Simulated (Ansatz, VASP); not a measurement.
# C: VASP beside Ansatz

```
CELL_PARAMETERS angstrom
0.00000 1.82465 1.86915
1.82465 0.00000 1.86915
1.82465 1.82465 0.00000
ATOMIC_POSITIONS crystal
C 0.50000 0.50000 0.50000
C 0.75000 0.75000 0.75000
```

Change from the starting cell: strain +0.025 along x and y, +0.050 along z, atoms carried along.

Alike in both runs: task single point; functional r2SCAN; k mesh 12 × 12 × 12; occupations gaussian, width 0.05 eV; no spin polarisation.

```csv
,VASP,Ansatz
version,VASP 6.6.1,Ansatz 0.2.0
potentials or method,"VASP PAW PBE potentials, release 64 (C), cutoff 520 eV","scalar-relativistic, plane waves, PAW"
valence electrons in the cell,8,8
```

Ansatz gave:

```
gap on the k mesh at the Fermi level (eV)                     : 3.85
least direct gap on the mesh (eV)                             : 5.40
pressure (GPa)                                                : -36.9
traceless stress, the component that is largest in VASP (GPa) : -14.57
```

Task: What did VASP give for the same quantities?

Result: gap on the k mesh at the Fermi level (eV): 3.83; least direct gap on the mesh (eV): 5.36; pressure (GPa): -36.1; traceless stress, the component that is largest in VASP (GPa): -14.55.

VASP's potentials were made for PBE, not for r2SCAN. Both programs put the cell under strong tension, so it lies far from rest at this level. The functional is the same, so the differences come from potentials, cutoffs and numerics.

Noted on VASP's run: the cell as given lies far from equilibrium.
